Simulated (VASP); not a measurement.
CaGe2N3:

```
Ca Ge N
1.0
     3.81229    0.00000    0.00000
    -1.90615    3.30154    0.00000
     0.00000    0.00000    9.26476
Ca Ge N
1 2 3
Cartesian
  0.0000 2.2010 6.1528
  0.0000 0.0000 9.2357
  1.9061 1.1005 3.1282
  0.0000 0.0000 2.3196
  1.9061 1.1005 5.4855
  0.0000 2.2010 8.4210
```

* Program: VASP 6.6.1
* Task: relaxation of cell and atoms
* Functional: PBE
* Potentials or basis: VASP PAW PBE potentials, release 64 (Ca_sv, Ge_d, N)
* Cutoff: 600 eV
* k mesh: 5 × 5 × 2
* Occupations: gaussian, width 0.2 eV
* Spin: no spin polarisation

At the start: pressure -13.4 GPa; volume 19.44 Å³/atom.

How do energy, volume and symmetry change on relaxing?

Over 13 steps the energy falls by 622.2 meV/atom and the volume is 14.40 Å³/atom (-25.9 %); space group P3m1 (No. 156, to 0.05 Å).

Step by step:
```csv
step,energy change (eV),largest force (eV/Å),pressure (GPa),volume (Å³)
1,0.0000,2.9773,-13.41,116.61
2,-2.6550,4.2610,-2.56,91.24
3,-2.8700,3.2172,7.43,83.36
4,-2.8792,3.4605,5.76,84.44
5,-2.8083,9.7755,10.04,84.35
6,-3.2125,3.5513,6.55,84.39
7,-3.6388,0.7999,-2.24,88.89
8,-3.6427,0.8336,-2.99,89.35
9,-3.7053,0.5432,-1.43,87.63
10,-3.7257,0.4841,0.11,86.11
11,-3.7267,0.5510,1.07,85.86
12,-3.7311,0.1150,0.60,85.98
13,-3.7332,0.0741,0.12,86.40
```

Final structure:
```
Ca Ge N
1.0
     3.42873    0.00000    0.00000
    -1.71436    2.96937    0.00000
     0.00000    0.00000    8.48622
Ca Ge N
1 2 3
Cartesian
  0.0000 1.9796 5.6455
  0.0000 0.0000 0.0843
  1.7144 0.9898 2.8241
  0.0000 0.0000 2.0666
  1.7144 0.9898 4.5794
  0.0000 1.9796 8.1372
```

Caveat: the k points lie up to 0.42 Å⁻¹ apart in the final cell; the volume moved by over 15 % at a fixed basis, so the end points are rough; the relaxation stopped at a loose force limit of 0.08 eV/Å, so its end isn't a converged minimum.
